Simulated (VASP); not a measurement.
# WS2 (P6_3/mmc) in VASP: notebook, part 2 of 2

VASP 6.6.1.

## 5. Single point, PBE+D3(BJ) (strain -0.080 along x and y, +0.080 along z)

Input file INCAR:

```
PREC     = Accurate       # precision mode
ENCUT    = 520            # plane-wave cutoff, eV
EDIFF    = 1E-7           # SCF threshold, eV
ISMEAR   = 0              # smearing method
SIGMA    = 0.05           # smearing width, eV
LREAL    = F              # projectors in reciprocal space
LASPH    = T              # aspherical terms in the spheres
NELM     = 80             # most SCF steps
ALGO     = Normal         # electronic algorithm
ISIF     = 2              # what is computed and relaxed
LWAVE    = F              # write WAVECAR
LCHARG   = F              # write CHGCAR
GGA      = PE             # functional
IVDW     = 12             # dispersion correction
NBANDS   = 35             # bands
```

Input file KPOINTS:

```
Automatic mesh
0
Gamma
  12 12 4
```

Input file POSCAR:

```
WS2
1.0
    2.9018696885      0.0000000000      0.0000000000
   -1.4509348443      2.5130928687      0.0000000000
    0.0000000000      0.0000000000     13.1111018652
W S
2 4
Direct
    0.3333333333      0.6666666667      0.2500000000
    0.6666666667      0.3333333333      0.7500000000
    0.3333333333      0.6666666667      0.6202874207
    0.6666666667      0.3333333333      0.1202874207
    0.3333333333      0.6666666667      0.8797125793
    0.6666666667      0.3333333333      0.3797125793
```

Command:

```console
$ cat potpaw_PBE.64/W_sv/POTCAR potpaw_PBE.64/S/POTCAR > POTCAR
$ mpirun -np 1 vasp_std > vasp.out
```

It took 2.2 min on 1 thread of AMD EPYC 9R45 (Zen 5), shared host; peak memory 0.29 GiB.

It converged, with:

- Free energy: -48.2229 eV
- Pressure: 17.2 GPa
- Largest force: 0.465 eV/Å
- Band gap on the k mesh: 0.87 eV (least direct gap 1.51 eV)
- Dispersion energy per atom: -0.476 eV

Forces in eV/Å, atoms in the order of the input:
```
W    0.000  0.000  0.000
W    0.000  0.000  0.000
S    0.000  0.000  0.465
S    0.000  0.000  0.465
S    0.000  0.000 -0.465
S    0.000  0.000 -0.465
```

Stress tensor (GPa, compression positive):
```
29.63  0.00  0.00
 0.00 29.63  0.00
 0.00  0.00 -7.70
```

Levels at points of the mesh, in eV from the valence-band top:
| k point | band 22 | band 23 | band 24 | band 25 | band 26 | band 27 | band 28 | band 29 | band 30 | band 31 |
| --- | --- | --- | --- | --- | --- | --- | --- | --- | --- | --- |
| (0.00, 0.00, 0.00) | -0.75 | -0.44 | -0.44 | -0.41 | -0.41 | 3.44 | 3.44 | 3.55 | 3.55 | 3.73 |
| (0.50, 0.00, 0.00) | -2.83 | -1.34 | -1.25 | -0.45 | -0.29 | 2.96 | 3.51 | 3.51 | 4.36 | 4.49 |
| (0.00, 0.00, 0.50) | -1.14 | -0.42 | -0.42 | -0.42 | -0.42 | 3.49 | 3.49 | 3.49 | 3.49 | 3.75 |
| (0.50, 0.00, 0.50) | -2.85 | -1.29 | -1.29 | -0.37 | -0.37 | 3.22 | 3.22 | 3.88 | 3.88 | 4.49 |

Caveat: the cell differs from its parent crystal (strain -0.080 along x and y, +0.080 along z); the cell stands under pressure; spin-orbit coupling is left out, which moves the levels of the heavy elements. A k mesh can miss the band edges.

## 6. Single point, PBE+D3(BJ) (strain -0.040 along x and y, +0.000 along z)

Input file INCAR:

```
PREC = Accurate
ENCUT = 520
EDIFF = 1E-7
ISMEAR = 0
SIGMA = 0.05
LREAL = F
LASPH = T
NELM = 80
ALGO = Normal
ISIF = 2
LWAVE = F
LCHARG = T
GGA = PE
IVDW = 12
LELF = T
LVHAR = T
NBANDS = 35
```

KPOINTS is that of step 5.

Changes to POSCAR since step 5:

```diff
@@ -2,5 +2,5 @@
 1.0
-    2.9018696885      0.0000000000      0.0000000000
-   -1.4509348443      2.5130928687      0.0000000000
-    0.0000000000      0.0000000000     13.1111018652
+    3.0280379359      0.0000000000      0.0000000000
+   -1.5140189679      2.6223577761      0.0000000000
+    0.0000000000      0.0000000000     12.1399091344
 W S
```

Potentials or basis: VASP PAW PBE potentials, release 64 (W_sv, S).

Command:

```console
$ cat potpaw_PBE.64/W_sv/POTCAR potpaw_PBE.64/S/POTCAR > POTCAR
$ mpirun -np 1 vasp_std > vasp.out
```

OUTCAR:

```text
PREC = Accurate
   ENCUT = 520
   EDIFF = 1E-7
   ISMEAR = 0
   LREAL = F
   LASPH = T
   NELM = 80
   ISIF = 2
   GGA = PE
   IVDW = 12
 IVDW          = 12

 ion  position               nearest neighbor table
   1  0.333  0.667  0.250-   4 2.35   6 2.35   4 2.35   6 2.35   4 2.35   6 2.35
   2  0.667  0.333  0.750-   3 2.35   5 2.35   3 2.35   5 2.35   3 2.35   5 2.35
   3  0.333  0.667  0.620-   2 2.35   2 2.35   2 2.35
   4  0.667  0.333  0.120-   1 2.35   1 2.35   1 2.35
   5  0.333  0.667  0.880-   2 2.35   2 2.35   2 2.35
   6  0.667  0.333  0.380-   1 2.35   1 2.35   1 2.35

  LATTYP: Found a hexagonal cell.
 ALAT       =     3.0280379359
 C/A-ratio  =     4.0091667910

  Lattice vectors:

 A1 = (   3.0280379359,   0.0000000000,   0.0000000000)
 A2 = (  -1.5140189679,   2.6223577761,   0.0000000000)
 A3 = (   0.0000000000,   0.0000000000,  12.1399091344)

Analysis of symmetry for initial positions (statically):
=====================================================================
 Subroutine PRICEL returns:
 Original cell was already a primitive cell.

 Routine SETGRP: Setting up the symmetry group for a
 hexagonal supercell.

 Subroutine GETGRP returns: Found 24 space group operations
 (whereof 12 operations were pure point group operations)
 out of a pool of 24 trial point group operations.

The static configuration has the point symmetry D_3d.
 The point group associated with its full space group is D_6h.

Analysis of symmetry for dynamics (positions and initial velocities):
=====================================================================
 Subroutine PRICEL returns:
 Original cell was already a primitive cell.

 Routine SETGRP: Setting up the symmetry group for a
 hexagonal supercell.

 Subroutine GETGRP returns: Found 24 space group operations
 (whereof 12 operations were pure point group operations)
 out of a pool of 24 trial point group operations.

The dynamic configuration has the point symmetry D_3d.
 The point group associated with its full space group is D_6h.

 Subroutine INISYM returns: Found 24 space group operations
[... 130 lines left out ...]
   GGA     = PE    functional components
   LHFCALC =     F    Hartree Fock is set to
   AEXX    =    0.0000 exact exchange contribution
   IVDW    =    12    specifies the selected vdW correction
   LEPSILON=     F    determine dielectric tensor
   LRPA    =     F    only Hartree local field effects (RPA)
 non-spin polarized calculation
 Gauss-broadening in eV      SIGMA  =   0.05
  energy-cutoff  :      520.00
  volume of cell :       96.40
 maximum number of plane-waves:      2626
 NGX is ok and might be reduce to    24
   NGX = 11   NGY = 11   NGZ = 45

 number of electron      52.0000000 magnetization

 Free energy of the ion-electron system (eV)
  ---------------------------------------------------
  ext. energy  EPLUGINS =         0.00000000
  ---------------------------------------------------
  free energy    TOTEN  =       -46.51672284 eV

  energy without entropy =      -46.51672284  energy(sigma->0) =      -46.51672284

 E-fermi :   8.8040     XC(G=0): -11.4860

 val. band max:        8.5677540939   @ k =   0.0000   0.0000   0.0000
 cond. band min:       9.5346242783   @ k =   0.1667   0.1667   0.0000
 fundamental gap:      0.9668701843
 Fermi energy:         8.8040481769

 k-point     1 :       0.0000    0.0000    0.0000
  band No.  band energies     occupation
      1     -65.6799      2.00000
      2     -65.6799      2.00000
      3     -30.0742      2.00000
      4     -30.0741      2.00000
      5     -29.7311      2.00000
      6     -29.7311      2.00000
[... 901 lines left out ...]
     34      13.2105      0.00000
     35      14.8216      0.00000

 [... further k-points ...]

------------------------ aborting loop because EDIFF is reached ----------------------------------------

 Edisp (eV)   -2.84049

 E8    (eV) :    -1.1943

  FORCE on cell =-STRESS in cart. coord.  units (eV):
  Direction    XX          YY          ZZ          XY          YZ          ZX
  --------------------------------------------------------------------------------------
  -------------------------------------------------------------------------------------
  Total      11.11701    11.11701     6.53757     0.00000     0.00000    -0.00000
  in kB     184.76932   184.76932   108.65715     0.00000     0.00000    -0.00000
  external pressure =      159.40 kB  Pullay stress =        0.00 kB

 VOLUME and BASIS-vectors are now :
 -----------------------------------------------------------------------------
  energy-cutoff  :      520.00
  volume of cell :       96.40
      direct lattice vectors                 reciprocal lattice vectors
     3.028037936  0.000000000  0.000000000     0.330246853  0.190668110  0.000000000
    -1.514018968  2.622357776  0.000000000     0.000000000  0.381336219  0.000000000
     0.000000000  0.000000000 12.139909134     0.000000000  0.000000000  0.082372939

 POSITION                                       TOTAL-FORCE (eV/Angst)
 -----------------------------------------------------------------------------------
     -0.00000      1.74824      3.03498         0.000000      0.000000      0.000000
      1.51402      0.87412      9.10493        -0.000000      0.000000      0.000000
     -0.00000      1.74824      7.53023         0.000000      0.000000     -1.045272
      1.51402      0.87412      1.46028         0.000000      0.000000     -1.045272
     -0.00000      1.74824     10.67963        -0.000000      0.000000      1.045272
      1.51402      0.87412      4.60968         0.000000     -0.000000      1.045272
 -----------------------------------------------------------------------------------
    total drift:                               -0.000000      0.000000     -0.000000

  FREE ENERGIE OF THE ION-ELECTRON SYSTEM (eV)
  ---------------------------------------------------
  free  energy   TOTEN  =       -49.3572119283 eV

  energy  without entropy=      -49.3572119283  energy(sigma->0) =      -49.35721193
```

OSZICAR:

```text
N       E                     dE             d eps       ncg     rms          rms(c)
DAV:   1     0.525873743608E+03    0.52587E+03   -0.28507E+04  4326   0.152E+03
DAV:   2    -0.140780924116E+02   -0.53995E+03   -0.52017E+03  4521   0.424E+02
DAV:   3    -0.480104471680E+02   -0.33932E+02   -0.33354E+02  4879   0.101E+02
DAV:   4    -0.488221754502E+02   -0.81173E+00   -0.80700E+00  4819   0.163E+01
DAV:   5    -0.488376306896E+02   -0.15455E-01   -0.15446E-01  4830   0.237E+00    0.453E+01
DAV:   6    -0.468437409512E+02    0.19939E+01   -0.59348E+00  4569   0.169E+01    0.197E+01
DAV:   7    -0.466387397605E+02    0.20500E+00   -0.24691E+00  4343   0.759E+00    0.672E+00
DAV:   8    -0.465190724899E+02    0.11967E+00   -0.43633E-01  4471   0.439E+00    0.264E+00
DAV:   9    -0.465208930504E+02   -0.18206E-02   -0.52154E-02  4757   0.114E+00    0.156E+00
DAV:  10    -0.465173551051E+02    0.35379E-02   -0.34704E-02  4771   0.119E+00    0.469E-01
DAV:  11    -0.465167001153E+02    0.65499E-03   -0.46530E-03  4434   0.428E-01    0.110E-01
DAV:  12    -0.465167074987E+02   -0.73834E-05   -0.18527E-04  4500   0.722E-02    0.898E-02
DAV:  13    -0.465167224451E+02   -0.14946E-04   -0.39208E-05  4371   0.372E-02    0.472E-02
DAV:  14    -0.465167254190E+02   -0.29739E-05   -0.19004E-05  4976   0.243E-02    0.610E-02
DAV:  15    -0.465167230989E+02    0.23201E-05   -0.43780E-06  4735   0.148E-02    0.388E-02
DAV:  16    -0.465167228259E+02    0.27298E-06   -0.17432E-06  4135   0.568E-03    0.207E-02
DAV:  17    -0.465167228425E+02   -0.16626E-07   -0.29192E-07  3423   0.229E-03
   1 F= -.49357212E+02 E0= -.49357212E+02  d E =-.978269E-14
```

Run time: 2.1 min. Hardware: 1 thread of AMD EPYC 9R45 (Zen 5), shared host; peak memory 0.28 GiB.

Results:

```
Free energy                : -49.3572 eV
Pressure                   : 15.9 GPa
Largest force              : 1.045 eV/Å
Band gap on the k mesh     : 0.97 eV (least direct gap 2.29 eV)
Dispersion energy per atom : -0.473 eV
```

Forces in eV/Å, atoms in the order of the input:
```
W    0.000  0.000  0.000
W    0.000  0.000  0.000
S    0.000  0.000 -1.045
S    0.000  0.000 -1.045
S    0.000  0.000  1.045
S    0.000  0.000  1.045
```

Caveat: the cell differs from its parent crystal (strain -0.040 along x and y, +0.000 along z); the cell stands under pressure; spin-orbit coupling is left out, which moves the levels of the heavy elements; forces of over 1 eV/Å act on the atoms, so gaps and moduli don't describe the material at rest. A k mesh can miss the band edges.

## 7. Overview

```tsv
cell	gap on the mesh (eV)	pressure (GPa)	largest force (eV/Å)
a = 3.028, b = 3.028, c = 11.169 Å, angles 90.0, 90.0, 120.0°, 6 atoms	0.44	40.6	4.24
a = 2.902, b = 2.902, c = 12.626 Å, angles 90.0, 90.0, 120.0°, 6 atoms	1.02	27.1	0.86
a = 3.028, b = 3.028, c = 11.654 Å, angles 90.0, 90.0, 120.0°, 6 atoms	0.72	27.0	2.54
a = 2.902, b = 2.902, c = 13.111 Å, angles 90.0, 90.0, 120.0°, 6 atoms	0.87	17.2	0.46
a = 3.028, b = 3.028, c = 12.140 Å, angles 90.0, 90.0, 120.0°, 6 atoms	0.97	15.9	1.05
```

Alike in all rows: task single point; level PBE+D3(BJ); potentials or basis VASP PAW PBE potentials, release 64 (W_sv, S); no spin polarisation; k mesh 12 × 12 × 4; cutoff (eV) 520; smearing gaussian 0.05 eV.

Caveats: the cell stands under pressure; spin-orbit coupling is left out, which moves the levels of the heavy elements; forces of over 1 eV/Å act on the atoms, so gaps and moduli don't describe the material at rest (at least some runs).

Absolute energies hang on the potentials; compare differences alone.
